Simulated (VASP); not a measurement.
# TeS2 (I4_1/amd) in VASP: a series of runs, part 2 of 2

VASP 6.6.1. The steps go on from the part before.

## 3. Relaxation of cell and atoms, PBE

This run uses another cell than the first one, of 25.29 Å³/atom.

INCAR

```
SYSTEM = TeS2
ALGO = Normal ; EDIFF = 1E-6
EDIFFG = -0.04 ; ENCUT = 600
GGA = PE ; IBRION = 2
ISIF = 3 ; ISMEAR = 0
LASPH = .TRUE. ; LCHARG = .FALSE.
LREAL = .FALSE. ; LWAVE = .FALSE.
NELM = 60 ; NSW = 90
PREC = Accurate ; SIGMA = 0.1
```

KPOINTS

```
k-points
0
G
  6 6 6
  0 0 0
```

POSCAR

```
TeS2
1.0
   -2.2180559100      2.2180559100      7.7121255659
    2.2180559100     -2.2180559100      7.7121255659
    2.2180559100      2.2180559100     -7.7121255659
Te S
2 4
Direct
    0.0000000000      0.0000000000      0.0000000000
    0.7500000000      0.2500000000      0.5000000000
    0.4165000000      0.4165000000      0.0000000000
    0.1665000000      0.6665000000      0.5000000000
    0.3335000000      0.8335000000      0.5000000000
    0.5835000000      0.5835000000      0.0000000000
```

Potentials or basis: VASP PAW PBE potentials, release 64 (Te, S).

Started as:

```bash
$ cat potpaw_PBE.64/Te/POTCAR potpaw_PBE.64/S/POTCAR > POTCAR
$ mpirun -np 1 vasp_std > vasp.out
```

OUTCAR:

```text
SYSTEM = TeS2
   EDIFF = 1E-6
   EDIFFG = -0.04
   ENCUT = 600
   GGA = PE
   IBRION = 2
   ISIF = 3
   ISMEAR = 0
   LASPH = .TRUE.
   LREAL = .FALSE.
   NELM = 60
   NSW = 90
   PREC = Accurate

 ion  position               nearest neighbor table
   1  0.000  0.000  0.000-
   2  0.750  0.250  0.500-
   3  0.416  0.416  0.000-   5 2.56   5 2.56   6 2.58
   4  0.166  0.666  0.500-   6 2.56   6 2.56   5 2.58
   5  0.334  0.834  0.500-   3 2.56   3 2.56   4 2.58
   6  0.584  0.584  0.000-   4 2.56   4 2.56   3 2.58

  LATTYP: Found a body centered tetragonal cell.
 ALAT       =     4.4361118200
 C/A-ratio  =     3.4769752787

  Lattice vectors:

 A1 = (  -2.2180559100,   2.2180559100,   7.7121255659)
 A2 = (   2.2180559100,  -2.2180559100,   7.7121255659)
 A3 = (   2.2180559100,   2.2180559100,  -7.7121255659)

Analysis of symmetry for initial positions (statically):
=====================================================================
 Subroutine PRICEL returns:
 Original cell was already a primitive cell.

 Routine SETGRP: Setting up the symmetry group for a
 body centered tetragonal supercell.

 Subroutine GETGRP returns: Found 16 space group operations
 (whereof  8 operations were pure point group operations)
 out of a pool of 16 trial point group operations.

The static configuration has the point symmetry D_2d.
 The point group associated with its full space group is D_4h.

Analysis of symmetry for dynamics (positions and initial velocities):
=====================================================================
 Subroutine PRICEL returns:
 Original cell was already a primitive cell.

 Routine SETGRP: Setting up the symmetry group for a
 body centered tetragonal supercell.

 Subroutine GETGRP returns: Found 16 space group operations
 (whereof  8 operations were pure point group operations)
 out of a pool of 16 trial point group operations.

The dynamic configuration has the point symmetry D_2d.
 The point group associated with its full space group is D_4h.

 Subroutine INISYM returns: Found 16 space group operations
 (whereof  8 operations are pure point group operations),
 and found     1 'primitive' translations

----------------------------------------------------------------------------------------

                                     Primitive cell

  volume of cell :     151.7676

  direct lattice vectors                    reciprocal lattice vectors
    -2.218055910  2.218055910  7.712125566     0.000000000  0.225422631  0.064832969
     2.218055910 -2.218055910  7.712125566     0.225422631  0.000000000  0.064832969
     2.218055910  2.218055910 -7.712125566     0.225422631  0.225422631  0.000000000

  length of vectors
     8.325648610  8.325648610  8.325648610     0.234560603  0.234560603  0.318795743

  position of ions in fractional coordinates (direct lattice)
     0.000000000  0.000000000  0.000000000
     0.750000000  0.250000000  0.500000000
     0.416500000  0.416500000  0.000000000
     0.166500000  0.666500000  0.500000000
     0.333500000  0.833500000  0.500000000
     0.583500000  0.583500000  0.000000000

  ion indices of the primitive-cell ions
   primitive index   ion index
                 1           1
                 2           2
[... 62 lines left out ...]
   dimension x,y,z NGXF=   140 NGYF=  140 NGZF=  140
   ions per type =               2   4
   NGX,Y,Z   is equivalent  to a cutoff of  13.98, 13.98, 13.98 a.u.
   NGXF,Y,Z  is equivalent  to a cutoff of  27.96, 27.96, 27.96 a.u.
 SYSTEM =  TeS2
   PREC   = accura    normal or accurate (medium, high low for compatibility)
   ISTART =      0    job   : 0-new  1-cont  2-samecut
   ICHARG =      2    charge: 1-file 2-atom 10-const
   ISPIN  =      1    spin polarized calculation?
   LNONCOLLINEAR =      F non collinear calculations
   LSORBIT =      F    spin-orbit coupling
   LASPH  =      T    aspherical Exc in radial PAW
   ENCUT  =  600.0 eV  44.10 Ry    6.64 a.u.  16.63 16.63 16.63*2*pi/ulx,y,z
   NELM   =     60;   NELMIN=  2; NELMDL= -5     # of ELM steps
   EDIFF  = 0.1E-05   stopping-criterion for ELM
   LREAL  =      F    real-space projection
   EDIFFG = -.4E-01   stopping-criterion for IOM
   NSW    =     90    number of steps for IOM
   IBRION =      2    ionic relax: 0-MD 1-quasi-New 2-CG
   NFREE  =      1    steps in history (QN), initial steepest desc. (CG)
   ISIF   =      3    stress and relaxation
   ISYM   =      2    0-nonsym 1-usesym 2-fastsym
   POTIM  = 0.5000    time-step for ionic-motion
   TEBEG  =    0.0;   TEEND  =   0.0 temperature during run
   PSTRESS=    0.0 pullay stress
   NELECT =      36.0000    total number of electrons
   NUPDOWN=      -1.0000    fix difference up-down
   EMIN   =  10.00;   EMAX   =-10.00  energy-range for DOS
   EFERMI =   0.00;   METHOD = LEGACY
   ISMEAR =     0;   SIGMA  =   0.10  broadening in eV -4-tet -1-fermi 0-gaus
   EFERMI_NEDOS =   21; number of points for ismear=-14 and -15
   IALGO  =     38    algorithm
   IMIX   =      4    mixing-type and parameters
     AMIX     =   0.40;   BMIX     =  1.00
     AMIX_MAG =   1.60;   BMIX_MAG =  1.00
  volume/ion in A,a.u.               =      25.29       170.70
  Fermi-wavevector in a.u.,A,eV,Ry     =   1.013404  1.915056 13.973017  1.026988
  Thomas-Fermi vector in A             =   2.146571
   LORBIT       =      0    0 simple, 1 ext, 2 COOP (PROOUT), +10 PAW based schemes
   GGA     = PE    functional components
   LHFCALC =     F    Hartree Fock is set to
   AEXX    =    0.0000 exact exchange contribution
   IVDW    =     0    specifies the selected vdW correction
   LEPSILON=     F    determine dielectric tensor
   LRPA    =     F    only Hartree local field effects (RPA)
 conjugate gradient relaxation of ions
 non-spin polarized calculation
 Gauss-broadening in eV      SIGMA  =   0.10
  energy-cutoff  :      600.00
  volume of cell :      151.77
 maximum number of plane-waves:      5094
 NGX is ok and might be reduce to    70
   NGX = 33   NGY = 33   NGZ = 33

--------------------------------------- Ionic step        1  -------------------------------------------

 number of electron      35.9999999 magnetization

 Free energy of the ion-electron system (eV)
  ---------------------------------------------------
  ext. energy  EPLUGINS =         0.00000000
  ---------------------------------------------------
  free energy    TOTEN  =       -17.21922778 eV

  energy without entropy =      -17.18647729  energy(sigma->0) =      -17.20285254

------------------------ aborting loop because EDIFF is reached ----------------------------------------

  FORCE on cell =-STRESS in cart. coord.  units (eV):
  Direction    XX          YY          ZZ          XY          YZ          ZX
  --------------------------------------------------------------------------------------
  -------------------------------------------------------------------------------------
  Total       -5.8551647     -5.8551647     -5.0944307      0.0000000      0.0000000      0.0000000
  in kB      -61.8116932    -61.8116932    -53.7807902      0.0000000      0.0000000      0.0000000
  external PRESSURE =     -59.1347255 kB  Pullay stress =       0.0000000 kB
[... 101 lines left out ...]
  FREE ENERGIE OF THE ION-ELECTRON SYSTEM (eV)
  ---------------------------------------------------
  free  energy   TOTEN  =       -17.7326954672 eV

  energy  without entropy=      -17.7103311964  energy(sigma->0) =      -17.72151333

 E-fermi :   6.3382     XC(G=0): -10.0288

 val. band max:        6.2982695655   @ k =   0.3333   0.0000  -0.0000
 cond. band min:       6.3416606246   @ k =   0.5000   0.5000   0.5000
 fundamental gap:      0.0433910590
 Fermi energy:         6.3382291620

 k-point     1 :       0.0000    0.0000    0.0000
  band No.  band energies     occupation
      1      -9.8342      2.00000
      2      -9.2488      2.00000
      3      -5.2892      2.00000
      4      -3.9046      2.00000
      5      -3.3874      2.00000
      6      -2.9587      2.00000
[... 589 lines left out ...]
     21       6.8480      0.00000
     22       7.5670      0.00000

 [... further k-points ...]

[... ionic steps 4 to 9 ...]

--------------------------------------- Ionic step       10  -------------------------------------------

 number of electron      36.0000001 magnetization

------------------------ aborting loop because EDIFF is reached ----------------------------------------
[... 75 lines left out ...]
--------------------------------------- Ionic step       12  -------------------------------------------

 number of electron      35.9999999 magnetization

 Free energy of the ion-electron system (eV)
  ---------------------------------------------------
  ext. energy  EPLUGINS =         0.00000000
  ---------------------------------------------------
  free energy    TOTEN  =       -18.33766265 eV

  energy without entropy =      -18.32245077  energy(sigma->0) =      -18.33005671

 E-fermi :   6.2298     XC(G=0):  -9.9867

 val. band max:        6.2119695300   @ k =   0.5000   0.5000   0.5000
 cond. band min:       6.2477530330   @ k =  -0.1667   0.3333   0.1667
 fundamental gap:      0.0357835029
 Fermi energy:         6.2298246754

 k-point     1 :       0.0000    0.0000    0.0000
  band No.  band energies     occupation
      1      -9.8263      2.00000
      2      -9.1946      2.00000
      3      -5.3254      2.00000
      4      -3.9915      2.00000
      5      -3.6666      2.00000
      6      -3.1387      2.00000
[... 624 lines left out ...]
  FREE ENERGIE OF THE ION-ELECTRON SYSTEM (eV)
  ---------------------------------------------------
  free  energy   TOTEN  =       -18.3376626536 eV

  energy  without entropy=      -18.3224507724  energy(sigma->0) =      -18.33005671

 reached required accuracy - stopping structural energy minimisation
```

Run time: 47 min. Hardware: 1 thread of Intel Xeon Platinum 8259CL at 2.50GHz (Skylake/Cascade Lake), shared host; peak memory 0.81 GiB.

Results:

- Free energy: -18.3377 eV
- Relaxed volume: 22.43 Å³/atom
- Relaxed cell: a = 8.278 Å, b = 8.278 Å, c = 8.278 Å, α = 150.82°, β = 150.82°, γ = 41.75°
- Space group after relaxing (to 0.1 Å): I4_1/amd (No. 141)
- Energy gained by relaxing: 186.4 meV/atom
- Ionic steps: 12
- Pressure after relaxing: 0.0 GPa
- Largest force after relaxing: 0.040 eV/Å
- Band gap on the k mesh: zero (bands 18 and 19 overlap by 0.85 eV)

Forces on the atoms (eV/Å):
```
Te   0.000  0.000  0.000
Te   0.000  0.000  0.000
S    0.000  0.000 -0.040
S    0.000  0.000 -0.040
S    0.000  0.000  0.040
S    0.000  0.000  0.040
```

Step by step:
```tsv
step	energy change (eV)	largest force (eV/Å)	pressure (GPa)	volume (Å³)
1	0.0000	0.5141	-5.91	151.77
2	-0.5034	0.7867	-0.40	132.17
3	-0.5135	0.8130	0.79	129.43
4	-0.6938	0.8795	1.57	127.83
5	-0.9348	0.4446	4.20	124.64
6	-1.0570	0.1808	2.45	128.69
7	-1.1019	0.1076	0.89	133.24
8	-1.1113	0.0055	0.32	134.17
9	-1.1133	0.0731	-0.11	134.90
10	-1.1133	0.0690	-0.09	134.86
11	-1.1149	0.0626	-0.07	134.79
12	-1.1184	0.0399	-0.02	134.58
```

Final structure:
```yaml
crystal:
  lattice:
    - [-2.08563, 2.08563, 7.73492]
    - [2.08563, -2.08563, 7.73492]
    - [2.08563, 2.08563, -7.73492]
  atoms:
    - { symbol: Te, position: [0.00000, 0.00000, 0.00000] }
    - { symbol: Te, position: [0.75000, 0.25000, 0.50000] }
    - { symbol: S, position: [0.40142, 0.40142, 0.00000] }
    - { symbol: S, position: [0.15142, 0.65142, 0.50000] }
    - { symbol: S, position: [0.34858, 0.84858, 0.50000] }
    - { symbol: S, position: [0.59858, 0.59858, 0.00000] }
```

Caveat: spin-orbit coupling is left out, which moves the levels of the heavy elements.
